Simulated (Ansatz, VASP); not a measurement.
**I: VASP beside Ansatz**

INCAR

```
  ALGO = Normal
  EDIFF = 1E-6
  ENCUT = 500
  GGA = CA
  GGA_COMPAT = False
  ISIF = 2
  ISMEAR = 0
  LASPH = True
  LCHARG = True
  LELF = True
  LREAL = False
  LVHAR = True
  LWAVE = False
  NBANDS = 10
  NELM = 120
  PREC = Accurate
  SIGMA = 0.28
```

The input KPOINTS:

```
k-points
0
Gamma
  4 4 6
```

File POSCAR:

```
I
1.0
    2.5383465792     -3.7066249365      0.0000000000
    2.5383465792      3.7066249365      0.0000000000
   -1.6208748370      0.0000000000      2.3810977968
I
1
Direct
    0.5000000000      0.5000000000      0.5000000000
```

Input for Ansatz:

```yaml
crystal:
  lattice:
    - [2.5383465792, -3.7066249365, 0.0]
    - [2.5383465792, 3.7066249365, 0.0]
    - [-1.620874837, 0.0, 2.3810977968]
  atoms:
    - { symbol: I, position: [0.5, 0.5, 0.5] }
basis:
  ecutwfc: 480
kpoints:
  mp_grid: { grid: [4, 4, 6] }
hamiltonian:
  xc: lda
scf:
  occupations: { method: gaussian, width: 0.28 }
output:
  forces: true
  stress: true
  eigenvalues: true
```

Alike in both runs: task single point; functional LDA; k mesh 4 × 4 × 6; occupations gaussian, width 0.28 eV; no spin polarisation.

```csv
,VASP,Ansatz
version,VASP 6.6.1,Ansatz 0.2.0
potentials or method,"VASP PAW LDA potentials, release 64 (I), cutoff 500 eV","scalar-relativistic, plane waves, PAW"
valence electrons in the cell,7,17
```

|  | VASP | Ansatz | Ansatz less VASP |
| --- | --- | --- | --- |
| gap on the k mesh at the Fermi level (eV) | none | none | - |
| pressure (GPa) | -1.3 | -1.3 | +0.03 |
| traceless stress, the component that is largest in VASP (GPa) | 0.40 | 0.34 | -0.064 |

LDA's correlation is that of Perdew and Zunger in VASP and of Perdew and Wang (1992) in Ansatz. A gap of «none» marks a metal or a gap that the smearing closes. VASP's potentials hold 7 valence electrons a cell and Ansatz's 17, so a difference there can come from the potentials and not from the codes.

The k mesh is coarse, so the values compare programs but aren't converged. Spin-orbit coupling is off throughout.
